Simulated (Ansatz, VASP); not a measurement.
One calculation of ZnS, two programs

```xyz
4
Lattice="3.8055 0.0000 0.0000 -1.9027 3.2956 0.0000 0.0000 0.0000 6.2440" Properties=species:S:1:pos:R:3 pbc="T T T"
Zn    0.0000    2.1971    0.0021
Zn    1.9027    1.0985    3.1242
S     0.0000    2.1971    2.3394
S     1.9027    1.0985    5.4614
```

Alike in both runs: task single point; functional r2SCAN; k mesh 12 × 12 × 4; no spin polarisation.

```csv
,VASP,Ansatz
version,VASP 6.6.1,Ansatz 0.2.0
potentials or method,"VASP PAW PBE potentials, release 64 (Zn, S)","plane waves, PAW"
plane-wave cutoff (eV),520,500
occupations,"gaussian, width 0.01 eV",fixed
valence electrons in the cell,36,36
```

|  | VASP | Ansatz | Ansatz less VASP |
| --- | --- | --- | --- |
| gap on the k mesh at the Fermi level (eV) | 2.79 | 2.78 | -0.010 |
| pressure (GPa) | 0.1 | 0.0 | -0.09 |

VASP's potentials were made for PBE, not for r2SCAN.
